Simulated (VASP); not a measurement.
# MoS2 (R-3m) in VASP: single point with PBEsol+U

Aim: the single point of MoS2 with PBEsol+U.

Program: VASP 6.6.1. These are calculated values, not measurements. Logs are shortened: lines on timing, memory, paths and dates and some standing lists are left out, and cuts for length are marked.

**1. The cell of the first run**

Symmetry: R-3m, No. 166, trigonal system. The conventional cell has a = 3.171 Å, b = 3.171 Å, c = 18.345 Å, α = 90.00°, β = 90.00°, γ = 120.00°. Within 3.2 Å of Mo (site symmetry -3m) lie 6 S at 2.39 Å and 6 Mo at 3.17 Å. S (site symmetry 3m) has 3 Mo at 2.39 Å and 6 S at 3.17 Å within 3.2 Å.

**2. Single point, PBEsol+U**

File INCAR:

```
PREC = Accurate
ENCUT = 500
EDIFF = 1E-6
ISMEAR = 0
SIGMA = 0.05
LREAL = F
LASPH = T
NELM = 200
ALGO = Normal
ISIF = 2
LWAVE = F
LCHARG = T
LMAXMIX = 4
LDAU = T
LDAUTYPE = 2
LDAUL = 2 -1
LDAUU = 4.5 0
LDAUJ = 0 0
LDAUPRINT = 1
GGA = PS
LELF = T
LVHAR = T
NBANDS = 35
GGA_COMPAT = F
```

File KPOINTS:

```
regular mesh
0
Gamma
  8 8 4
```

File POSCAR:

```
MoS2
1.0
    1.5855002900      0.9153890200      6.1149982500
   -1.5855002900      0.9153890200      6.1149982500
    0.0000000000     -3.6615560800     12.2299965000
Mo S
2 4
Direct
    0.0000000000      0.0000000000      0.0000000000
    0.0000000000      0.0000000000      0.5000000000
    0.7500000000      0.7500000000      0.3750000000
    0.2500000000      0.2500000000      0.1250000000
    0.7500000000      0.7500000000      0.8750000000
    0.2500000000      0.2500000000      0.6250000000
```

Potentials or basis: VASP PAW PBE potentials, release 64 (Mo_sv, S).

Started as:

```console
cat potpaw_PBE.64/Mo_sv/POTCAR potpaw_PBE.64/S/POTCAR > POTCAR
mpirun -np 1 vasp_std > vasp.out
```

OUTCAR:

```text
PREC = Accurate
   ENCUT = 500
   EDIFF = 1E-6
   ISMEAR = 0
   LREAL = F
   LASPH = T
   NELM = 200
   ISIF = 2
   GGA = PS

 ion  position               nearest neighbor table
   1  0.000  0.000  0.000-   5 2.39   5 2.39   4 2.39   4 2.39   3 2.39   6 2.39   2 3.17   2 3.17
                             2 3.17   2 3.17
   2  0.000  0.000  0.500-   3 2.39   3 2.39   6 2.39   6 2.39   4 2.39   5 2.39   1 3.17   1 3.17
                             1 3.17   1 3.17
   3  0.750  0.750  0.375-   2 2.39   2 2.39   1 2.39
   4  0.250  0.250  0.125-   1 2.39   1 2.39   2 2.39
   5  0.750  0.750  0.875-   1 2.39   1 2.39   2 2.39
   6  0.250  0.250  0.625-   2 2.39   2 2.39   1 2.39

  LATTYP: Found a base centered monoclinic cell.
 ALAT       =    12.3662671256
 B/A-ratio  =     0.2564234257
 C/A-ratio  =     0.4441384020
 COS(beta)  =    -0.1480461340

  Lattice vectors:

 A1 = (   1.5855002900,   0.9153890200,   6.1149982500)
 A2 = (  -1.5855002900,   0.9153890200,   6.1149982500)
 A3 = (   0.0000000000,  -5.4923341200,   0.0000000000)

Analysis of symmetry for initial positions (statically):
=====================================================================
 Subroutine PRICEL returns following result:

  LATTYP: Found a trigonal (rhomboedric) cell.
 ALAT       =     6.3831772516
 COS(alpha) =     0.8766074785

  Lattice vectors:

 A1 = (   1.5855002900,   0.9153890200,   6.1149982500)
 A2 = (  -1.5855002900,   0.9153890200,   6.1149982500)
 A3 = (   0.0000000000,  -1.8307780400,   6.1149982500)

   2 primitive cells build up your supercell.

 Routine SETGRP: Setting up the symmetry group for a
 base centered monoclinic supercell.

 Subroutine GETGRP returns: Found  4 space group operations
 (whereof  4 operations were pure point group operations)
 out of a pool of  4 trial point group operations.

The static configuration has the point symmetry C_2h.

Analysis of symmetry for dynamics (positions and initial velocities):
=====================================================================
 Subroutine PRICEL returns following result:

  LATTYP: Found a trigonal (rhomboedric) cell.
 ALAT       =     6.3831772516
 COS(alpha) =     0.8766074785

  Lattice vectors:

 A1 = (   1.5855002900,   0.9153890200,   6.1149982500)
 A2 = (  -1.5855002900,   0.9153890200,   6.1149982500)
 A3 = (   0.0000000000,  -1.8307780400,   6.1149982500)

   2 primitive cells build up your supercell.

 Routine SETGRP: Setting up the symmetry group for a
 base centered monoclinic supercell.

 Subroutine GETGRP returns: Found  4 space group operations
 (whereof  4 operations were pure point group operations)
 out of a pool of  4 trial point group operations.

The dynamic configuration has the point symmetry C_2h.

 Subroutine INISYM returns: Found  4 space group operations
 (whereof  4 operations are pure point group operations),
 and found     2 'primitive' translations

----------------------------------------------------------------------------------------

                                     Primitive cell

[... 134 lines left out ...]
  Thomas-Fermi vector in A             =   2.421031
   LORBIT       =      0    0 simple, 1 ext, 2 COOP (PROOUT), +10 PAW based schemes
 LDA+U is selected, type is set to LDAUTYPE =  2
   angular momentum for each species LDAUL =     2   -1
   U (eV)           for each species LDAUU =   4.5  0.0
   J (eV)           for each species LDAUJ =   0.0  0.0
   GGA     = PS    functional components
   LHFCALC =     F    Hartree Fock is set to
   AEXX    =    0.0000 exact exchange contribution
   IVDW    =     0    specifies the selected vdW correction
   LEPSILON=     F    determine dielectric tensor
   LRPA    =     F    only Hartree local field effects (RPA)
 non-spin polarized calculation
 Gauss-broadening in eV      SIGMA  =   0.05
  energy-cutoff  :      500.00
  volume of cell :      106.50
 maximum number of plane-waves:      2722
   NGX = 23   NGY = 23   NGZ = 47

atom =   1  type =  1  l = 2

 onsite density matrix

spin component  1

  0.3536  0.0000 -0.0000 -0.0117  0.0000
  0.0000  0.4288  0.0000  0.0000 -0.0117
 -0.0000  0.0000  0.3998  0.0000  0.0000
 -0.0117  0.0000  0.0000  0.4288  0.0000
  0.0000 -0.0117  0.0000  0.0000  0.3536

spin component  2

  0.3536  0.0000 -0.0000 -0.0117  0.0000
  0.0000  0.4288  0.0000  0.0000 -0.0117
 -0.0000  0.0000  0.3998  0.0000  0.0000
 -0.0117  0.0000  0.0000  0.4288  0.0000
  0.0000 -0.0117  0.0000  0.0000  0.3536

 occupancies and eigenvectors

  o =  0.3518  v =  0.0000 -0.1496  0.0000 -0.0000 -0.9888  0.0000  0.0000  0.0000  0.0000  0.0000      0.0000  0.0000  0.0000  0.0000  0.0000  0.0000  0.0000  0.0000  0.0000  0.0000
  o =  0.3518  v =  0.0000  0.0000  0.0000  0.0000  0.0000  0.0000 -0.1496  0.0000 -0.0000 -0.9888      0.0000  0.0000  0.0000  0.0000  0.0000  0.0000  0.0000  0.0000  0.0000  0.0000
  o =  0.3518  v =  0.0000  0.0000  0.0000  0.0000  0.0000 -0.9888  0.0000 -0.0000 -0.1496  0.0000      0.0000  0.0000  0.0000  0.0000  0.0000  0.0000  0.0000  0.0000  0.0000  0.0000
  o =  0.3518  v = -0.9888  0.0000 -0.0000 -0.1496  0.0000  0.0000  0.0000  0.0000  0.0000  0.0000      0.0000  0.0000  0.0000  0.0000  0.0000  0.0000  0.0000  0.0000  0.0000  0.0000
  o =  0.3998  v =  0.0000  0.0000 -1.0000  0.0000 -0.0000  0.0000  0.0000  0.0000  0.0000  0.0000      0.0000  0.0000  0.0000  0.0000  0.0000  0.0000  0.0000  0.0000  0.0000  0.0000
  o =  0.3998  v =  0.0000  0.0000  0.0000  0.0000  0.0000  0.0000  0.0000 -1.0000  0.0000 -0.0000      0.0000  0.0000  0.0000  0.0000  0.0000  0.0000  0.0000  0.0000  0.0000  0.0000
  o =  0.4306  v = -0.1496  0.0000  0.0000  0.9888 -0.0000  0.0000  0.0000  0.0000  0.0000  0.0000      0.0000  0.0000  0.0000  0.0000  0.0000  0.0000  0.0000  0.0000  0.0000  0.0000
  o =  0.4306  v =  0.0000  0.0000  0.0000  0.0000  0.0000 -0.1496  0.0000  0.0000  0.9888 -0.0000      0.0000  0.0000  0.0000  0.0000  0.0000  0.0000  0.0000  0.0000  0.0000  0.0000
  o =  0.4306  v =  0.0000  0.0000  0.0000  0.0000  0.0000  0.0000 -0.9888 -0.0000 -0.0000  0.1496      0.0000  0.0000  0.0000  0.0000  0.0000  0.0000  0.0000  0.0000  0.0000  0.0000
  o =  0.4306  v =  0.0000 -0.9888 -0.0000 -0.0000  0.1496  0.0000  0.0000  0.0000  0.0000  0.0000      0.0000  0.0000  0.0000  0.0000  0.0000  0.0000  0.0000  0.0000  0.0000  0.0000

atom =   2  type =  1  l = 2

 onsite density matrix

spin component  1

  0.3536  0.0000 -0.0000 -0.0117  0.0000
  0.0000  0.4288  0.0000 -0.0000 -0.0117
 -0.0000  0.0000  0.3998  0.0000  0.0000
 -0.0117 -0.0000  0.0000  0.4288  0.0000
  0.0000 -0.0117  0.0000  0.0000  0.3536

spin component  2

  0.3536  0.0000 -0.0000 -0.0117  0.0000
  0.0000  0.4288  0.0000 -0.0000 -0.0117
 -0.0000  0.0000  0.3998  0.0000  0.0000
 -0.0117 -0.0000  0.0000  0.4288  0.0000
  0.0000 -0.0117  0.0000  0.0000  0.3536

 occupancies and eigenvectors

  o =  0.3518  v =  0.0000  0.1496 -0.0000  0.0000  0.9888  0.0000  0.0000  0.0000  0.0000  0.0000      0.0000  0.0000  0.0000  0.0000  0.0000  0.0000  0.0000  0.0000  0.0000  0.0000
  o =  0.3518  v =  0.0000  0.0000  0.0000  0.0000  0.0000  0.0000  0.1496 -0.0000  0.0000  0.9888      0.0000  0.0000  0.0000  0.0000  0.0000  0.0000  0.0000  0.0000  0.0000  0.0000
  o =  0.3518  v =  0.0000  0.0000  0.0000  0.0000  0.0000 -0.9888  0.0000 -0.0000 -0.1496  0.0000      0.0000  0.0000  0.0000  0.0000  0.0000  0.0000  0.0000  0.0000  0.0000  0.0000
  o =  0.3518  v = -0.9888  0.0000 -0.0000 -0.1496  0.0000  0.0000  0.0000  0.0000  0.0000  0.0000      0.0000  0.0000  0.0000  0.0000  0.0000  0.0000  0.0000  0.0000  0.0000  0.0000
  o =  0.3998  v =  0.0000  0.0000  0.0000  0.0000  0.0000  0.0000 -0.0000  1.0000  0.0000  0.0000      0.0000  0.0000  0.0000  0.0000  0.0000  0.0000  0.0000  0.0000  0.0000  0.0000
  o =  0.3998  v =  0.0000 -0.0000  1.0000  0.0000  0.0000  0.0000  0.0000  0.0000  0.0000  0.0000      0.0000  0.0000  0.0000  0.0000  0.0000  0.0000  0.0000  0.0000  0.0000  0.0000
  o =  0.4306  v = -0.1496  0.0000  0.0000  0.9888 -0.0000  0.0000  0.0000  0.0000  0.0000  0.0000      0.0000  0.0000  0.0000  0.0000  0.0000  0.0000  0.0000  0.0000  0.0000  0.0000
  o =  0.4306  v =  0.0000  0.0000  0.0000  0.0000  0.0000 -0.1496  0.0000  0.0000  0.9888 -0.0000      0.0000  0.0000  0.0000  0.0000  0.0000  0.0000  0.0000  0.0000  0.0000  0.0000
  o =  0.4306  v =  0.0000 -0.9888 -0.0000  0.0000  0.1496  0.0000  0.0000  0.0000  0.0000  0.0000      0.0000  0.0000  0.0000  0.0000  0.0000  0.0000  0.0000  0.0000  0.0000  0.0000
  o =  0.4306  v =  0.0000  0.0000  0.0000  0.0000  0.0000  0.0000 -0.9888 -0.0000  0.0000  0.1496      0.0000  0.0000  0.0000  0.0000  0.0000  0.0000  0.0000  0.0000  0.0000  0.0000

 number of electron      51.9999996 magnetization

 Free energy of the ion-electron system (eV)
  ---------------------------------------------------
  ext. energy  EPLUGINS =         0.00000000
  ---------------------------------------------------
  free energy    TOTEN  =       -34.41224367 eV

  energy without entropy =      -34.40725943  energy(sigma->0) =      -34.40975155

 E-fermi :   7.8253     XC(G=0): -11.0073

 val. band max:        7.8018069634   @ k =   0.3750   0.1250   0.2500
 cond. band min:       7.8363174726   @ k =   0.2500   0.0000   0.2500
 fundamental gap:      0.0345105093
 Fermi energy:         7.8253145517

 k-point     1 :       0.0000    0.0000    0.0000
  band No.  band energies     occupation
      1     -54.3017      2.00000
      2     -54.2613      2.00000
      3     -28.7275      2.00000
      4     -28.4254      2.00000
      5     -28.3535      2.00000
      6     -28.3343      2.00000
[... 901 lines left out ...]
     34      11.8129      0.00000
     35      14.8335      0.00000

 [... further k-points ...]
[... 5 lines left out ...]
  --------------------------------------------------------------------------------------
  -------------------------------------------------------------------------------------
  Total        2.8565923      2.8565849      5.4807761      0.0000000      0.0000074      0.0000000
  in kB       42.9743416     42.9742305     82.4523500      0.0000000      0.0001111      0.0000000
  external PRESSURE =      56.1336407 kB  Pullay stress =       0.0000000 kB

 VOLUME and BASIS-vectors are now :
 -----------------------------------------------------------------------------
  energy-cutoff  :      500.00
  volume of cell :      106.50
      direct lattice vectors                 reciprocal lattice vectors
     1.585500290  0.915389020  6.114998250     0.315357874  0.182071953  0.054510781
    -1.585500290  0.915389020  6.114998250    -0.315357874  0.182071953  0.054510781
     0.000000000 -3.661556080 12.229996500     0.000000000 -0.182071953  0.027255391

 POSITION                                       TOTAL-FORCE (eV/Angst)
 -----------------------------------------------------------------------------------
      0.00000      0.00000      0.00000         0.000000      0.000000     -0.000000
      0.00000     -1.83078      6.11500        -0.000000      0.000000     -0.000000
      0.00000      0.00000     13.75875        -0.000000      0.000001      0.979145
      0.00000      0.00000      4.58625        -0.000000     -0.000001     -0.979145
      0.00000     -1.83078     19.87374        -0.000000      0.000001      0.979145
      0.00000     -1.83078     10.70125        -0.000000     -0.000001     -0.979145
 -----------------------------------------------------------------------------------
    total drift:                                0.000000      0.000000      0.000000

  FREE ENERGIE OF THE ION-ELECTRON SYSTEM (eV)
  ---------------------------------------------------
  free  energy   TOTEN  =       -34.4122436688 eV

  energy  without entropy=      -34.4072594260  energy(sigma->0) =      -34.40975155
```

Wall time 22 min (1 thread of Intel Xeon 8259CL, shared host); peak memory 0.61 GiB.

Results:

```yaml
Free_energy: -34.4122 eV
Pressure: 5.6 GPa
Largest_force: 0.979 eV/Å
Band_gap_on_the_k_mesh: zero (bands 26 and 27 overlap by 0.46 eV)
```

Forces on the atoms (eV/Å):
```
Mo   0.000  0.000  0.000
Mo   0.000  0.000  0.000
S    0.000  0.000  0.979
S    0.000  0.000 -0.979
S    0.000  0.000  0.979
S    0.000  0.000 -0.979
```

Levels at points of the mesh, in eV from the Fermi level:
```
           k point  band 22  band 23  band 24  band 25  band 26  band 27  band 28  band 29  band 30  band 31
(0.00, 0.00, 0.00)    -1.86    -1.69    -1.23    -1.07    -1.07    -0.31    -0.31     1.23     2.02     3.38
(0.50, 0.00, 0.00)    -2.97    -2.29    -1.96    -1.90    -1.69     1.23     1.23     1.82     2.02     3.38
(0.50, 0.50, 0.00)    -2.29    -1.90    -1.06    -1.06    -0.41    -0.41    -0.03     1.23     1.82     3.53
(0.00, 0.00, 0.50)    -2.11    -2.09    -2.09    -1.57    -1.57     0.62     0.62     0.92     0.92     2.98
(0.50, 0.00, 0.50)    -3.99    -3.11    -3.11    -0.03    -0.03     0.18     0.18     1.73     1.73     2.34
(0.50, 0.50, 0.50)    -2.60    -2.19    -2.19    -1.32    -1.32     0.79     0.79     0.91     0.91     2.85
```

Eigenvalues of the final occupation matrices:
```tsv
site	spin	trace	eigenvalues
site 1 d	1	1.96	0.35 0.35 0.40 0.43 0.43
site 1 d	2	1.96	0.35 0.35 0.40 0.43 0.43
site 2 d	1	1.96	0.35 0.35 0.40 0.43 0.43
site 2 d	2	1.96	0.35 0.35 0.40 0.43 0.43
```

Caveat: the cell stands under pressure; the PAW data sets were made with another functional, which shifts forces and pressure a little; U without spin polarisation on a metal has little footing.

The gap in the log of VASP goes by the Fermi energy; the results here count the filled bands.